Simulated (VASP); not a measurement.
# Al (P6_3/mmc) in VASP: further runs, part 2 of 2

VASP 6.6.1.

**5. Relaxation of cell and atoms, PBEsol**

This run uses another cell than the first one: it holds 4 atoms, not 2.

INCAR

```
SYSTEM = Al
ALGO = Fast
EDIFF = 1E-7
EDIFFG = -0.01
ENCUT = 600
GGA = PS
IBRION = 2
ISIF = 3
ISMEAR = 0
LASPH = .True.
LCHARG = .False.
LREAL = .False.
LWAVE = .False.
NELM = 80
NSW = 100
PREC = Accurate
SIGMA = 0.1
```

KPOINTS

```
k-points
0
Gamma
  18 18 6
  0 0 0
```

POSCAR

```
Al
1.0
    2.8270770242      0.0000000000      0.0000000000
   -1.4135385121      2.4483205214      0.0000000000
    0.0000000000      0.0000000000      9.1859930700
Al
4
Direct
    0.0000000000      0.0000000000      0.0000000000
    0.3333333300      0.6666666700      0.2500000000
    0.0000000000      0.0000000000      0.5000000000
    0.6666666700      0.3333333300      0.7500000000
```

Potentials or basis: VASP PAW PBE potentials, release 64 (Al).

The run is started by

```sh
$ cat potpaw_PBE.64/Al/POTCAR > POTCAR
$ mpirun -np 1 vasp_std > vasp.out
```

OUTCAR:

```text
SYSTEM = Al
   EDIFF = 1E-7
   EDIFFG = -0.01
   ENCUT = 600
   GGA = PS
   IBRION = 2
   ISIF = 3
   ISMEAR = 0
   LASPH = .True.
   LREAL = .False.
   NELM = 80
   NSW = 100
   PREC = Accurate

 ion  position               nearest neighbor table
   1  0.000  0.000  0.000-   2 2.82   4 2.82   2 2.82   4 2.82   4 2.82   2 2.82
   2  0.333  0.667  0.250-   1 2.82   3 2.82   1 2.82   3 2.82   1 2.82   3 2.82
   3  0.000  0.000  0.500-   2 2.82   4 2.82   2 2.82   4 2.82   4 2.82   2 2.82
   4  0.667  0.333  0.750-   1 2.82   3 2.82   1 2.82   3 2.82   1 2.82   3 2.82

  LATTYP: Found a hexagonal cell.
 ALAT       =     2.8270770242
 C/A-ratio  =     3.2492899880

  Lattice vectors:

 A1 = (   2.8270770242,   0.0000000000,   0.0000000000)
 A2 = (  -1.4135385121,   2.4483205214,   0.0000000000)
 A3 = (   0.0000000000,   0.0000000000,   9.1859930700)

Analysis of symmetry for initial positions (statically):
=====================================================================
 Subroutine PRICEL returns:
 Original cell was already a primitive cell.

 Routine SETGRP: Setting up the symmetry group for a
 hexagonal supercell.

 Subroutine GETGRP returns: Found 24 space group operations
 (whereof 12 operations were pure point group operations)
 out of a pool of 24 trial point group operations.
[... 322 lines left out ...]
--------------------------------------- Ionic step        5  -------------------------------------------

 number of electron      12.0000000 magnetization

 Free energy of the ion-electron system (eV)
  ---------------------------------------------------
  ext. energy  EPLUGINS =         0.00000000
  ---------------------------------------------------
  free energy    TOTEN  =       -16.32201330 eV

  energy without entropy =      -16.31469457  energy(sigma->0) =      -16.31835393

 E-fermi :   8.0968     XC(G=0): -10.3122

 val. band max:        8.0556584738   @ k =   0.2778   0.2778   0.0000
 cond. band min:       8.1117788535   @ k =   0.3889   0.1667   0.1667
 fundamental gap:      0.0561203797
 Fermi energy:         8.0968032352

 k-point     1 :       0.0000    0.0000    0.0000
  band No.  band energies     occupation
      1      -3.1284      2.00000
      2      -1.4399      2.00000
      3      -1.4329      2.00000
      4       3.4203      2.00000
      5       3.6339      2.00000
      6      11.4525      0.00000
      7      11.4634      0.00000
      8      18.9650      0.00000
      9      18.9655      0.00000
     10      19.1322      0.00000
[... 287 lines left out ...]
 k-point    24 :       0.3889    0.1111    0.0000
  band No.  band energies     occupation
      1       1.8452      2.00000
      2       3.4526      2.00000
      3       3.4595      2.00000
      4       4.4270      2.00000
      5       6.0724      2.00000
      6       6.1004      2.00000
      7       8.1621      0.35576
      8       8.5583      0.00000
      9      10.4518      0.00000
     10      10.6726      0.00000

 [... further k-points ...]

------------------------ aborting loop because EDIFF is reached ----------------------------------------

  FORCE on cell =-STRESS in cart. coord.  units (eV):
  Direction    XX          YY          ZZ          XY          YZ          ZX
  --------------------------------------------------------------------------------------
  -------------------------------------------------------------------------------------
  Total       -0.0064542     -0.0064542     -0.0069354      0.0000000      0.0000000      0.0000000
  in kB       -0.1590440     -0.1590440     -0.1709023      0.0000000      0.0000000      0.0000000
  external PRESSURE =      -0.1629968 kB  Pullay stress =       0.0000000 kB
[... 19 lines left out ...]
  FREE ENERGIE OF THE ION-ELECTRON SYSTEM (eV)
  ---------------------------------------------------
  free  energy   TOTEN  =       -16.3220132965 eV

  energy  without entropy=      -16.3146945700  energy(sigma->0) =      -16.31835393

 reached required accuracy - stopping structural energy minimisation
```

Wall time 9.4 min (1 thread of AMD EPYC 7R13, shared host); peak memory 0.24 GiB.

What came out:

```yaml
Free_energy: -16.3220 eV
Relaxed_volume: 16.25 Å³/atom
Relaxed_cell: a = 2.838 Å, b = 2.838 Å, c = 9.324 Å, α = 90.00°, β = 90.00°, γ = 120.00°
Space_group_after_relaxing_to_0.05_Å: P6_3/mmc (No. 194)
Energy_gained_by_relaxing: 2.4 meV/atom
Ionic_steps: 5
Pressure_after_relaxing: 0.0 GPa
Band_gap_on_the_k_mesh: zero (band 6 reaches 11.98 eV, above the bottom of band 7 at 6.55 eV)
```

Step by step:
| step | energy change (eV) | largest force (eV/Å) | pressure (GPa) | volume (Å³) |
| --- | --- | --- | --- | --- |
| 1 | 0.0000 | 0.0000 | 1.88 | 63.58 |
| 2 | -0.0086 | 0.0000 | -0.40 | 65.31 |
| 3 | -0.0089 | 0.0000 | -0.07 | 65.05 |
| 4 | -0.0095 | 0.0000 | -0.05 | 65.04 |
| 5 | -0.0097 | 0.0000 | -0.02 | 65.02 |

Final structure:
```
Al
1.0
     2.83755    0.00000    0.00000
    -1.41877    2.45739    0.00000
     0.00000    0.00000    9.32428
Al
4
Direct
  0.00000 0.00000 0.00000
  0.33333 0.66667 0.25000
  0.00000 0.00000 0.50000
  0.66667 0.33333 0.75000
```

Caveat: the PAW data sets were made with another functional, which shifts forces and pressure a little.

**6. Relaxation of cell and atoms, PBEsol**

INCAR

```
PREC = Accurate
ENCUT = 600
EDIFF = 1E-6
ISMEAR = 0
SIGMA = 0.1
LREAL = F
LASPH = T
NELM = 100
ALGO = Fast
ISIF = 3
LWAVE = F
LCHARG = F
GGA = PS
IBRION = 2
NSW = 100
EDIFFG = -0.01
```

KPOINTS

```
Automatic mesh
0
Gamma
  24 24 12
```

POSCAR

```
Al
1.0
    2.8124553515      0.0000000000      0.0000000000
   -1.4062276757      2.4356577814      0.0000000000
    0.0000000000      0.0000000000      4.8668500000
Al
2
Direct
    0.6666666700      0.3333333300      0.7500000000
    0.3333333300      0.6666666700      0.2500000000
```

Potentials or basis: VASP PAW PBE potentials, release 64 (Al).

The run is started by

```sh
$ cat potpaw_PBE.64/Al/POTCAR > POTCAR
$ mpirun -np 1 vasp_std > vasp.out
```

Wall time 9.4 min (1 thread of AMD EPYC 7R13, shared host); peak memory 0.22 GiB.

It converged, with:

```yaml
Free_energy: -8.1236 eV
Relaxed_volume: 16.33 Å³/atom
Relaxed_cell: a = 2.834 Å, b = 2.834 Å, c = 4.695 Å, α = 90.00°, β = 90.00°, γ = 120.00°
Space_group_after_relaxing_to_0.05_Å: P6_3/mmc (No. 194)
Energy_gained_by_relaxing: 7.7 meV/atom
Ionic_steps: 7
Pressure_after_relaxing: 0.0 GPa
Band_gap_on_the_k_mesh: zero (band 3 reaches 12.10 eV, above the bottom of band 4 at 4.86 eV)
```

The path:
| step | energy change (eV) | largest force (eV/Å) | pressure (GPa) | volume (Å³) |
| --- | --- | --- | --- | --- |
| 1 | 0.0000 | 0.0000 | -1.29 | 33.34 |
| 2 | -0.0090 | 0.0000 | 0.07 | 32.69 |
| 3 | -0.0113 | 0.0000 | 1.42 | 32.12 |
| 4 | -0.0136 | 0.0000 | 1.01 | 32.25 |
| 5 | -0.0138 | 0.0000 | 1.10 | 32.22 |
| 6 | -0.0153 | 0.0000 | -0.11 | 32.70 |
| 7 | -0.0154 | 0.0000 | 0.00 | 32.66 |

Final structure:
```xyz
2
Lattice="2.8339 0.0000 0.0000 -1.4170 2.4543 0.0000 0.0000 0.0000 4.6953" Properties=species:S:1:pos:R:3 pbc="T T T"
Al    1.4170    0.8181    3.5215
Al    0.0000    1.6362    1.1738
```

Levels at points of the mesh, in eV from the Fermi level:
```tsv
k point	band 1	band 2	band 3	band 4	band 5	band 6	band 7
(0.00, 0.00, 0.00)	-11.19	-4.70	-4.56	10.89	10.89	11.22	11.22
(0.50, 0.00, 0.00)	-5.27	-5.12	0.61	1.04	1.47	1.70	5.82
(0.00, 0.00, 0.50)	-9.52	-9.52	3.20	3.20	12.06	12.06	12.06
(0.50, 0.00, 0.50)	-3.92	-3.92	-3.19	-3.19	7.25	7.25	7.60
```

Caveat: the PAW data sets were made with another functional, which shifts forces and pressure a little.

**7. Overview**

| task | cell | k mesh | cutoff (eV) | gap on the mesh (eV) | pressure (GPa) | relaxed volume (Å³/atom) |
| --- | --- | --- | --- | --- | --- | --- |
| single point | a = 2.812, b = 2.812, c = 4.867 Å, angles 90.0, 90.0, 120.0°, 2 atoms | 9 × 9 × 4 | 520 | none | -0.8 | - |
| single point | a = 2.833, b = 2.833, c = 4.695 Å, angles 90.0, 90.0, 120.0°, 2 atoms | 24 × 24 × 12 | 520 | none | 0.1 | - |
| single point | a = 2.836, b = 2.836, c = 9.322 Å, angles 90.0, 90.0, 120.0°, 4 atoms | 18 × 18 × 6 | 520 | none | 0.1 | - |
| relaxation of cell and atoms | relaxed from a = 2.827, b = 2.827, c = 9.186 Å, angles 90.0, 90.0, 120.0°, 4 atoms | 18 × 18 × 6 | 600 | none | 0.0 | 16.25 |
| relaxation of cell and atoms | relaxed from a = 2.812, b = 2.812, c = 4.867 Å, angles 90.0, 90.0, 120.0°, 2 atoms | 24 × 24 × 12 | 600 | none | 0.0 | 16.33 |

Alike in all rows: level PBEsol; potentials or basis VASP PAW PBE potentials, release 64 (Al); no spin polarisation; smearing gaussian 0.1 eV.

Caveats: the PAW data sets were made with another functional, which shifts forces and pressure a little.

Absolute energies hang on the potentials; compare differences alone.
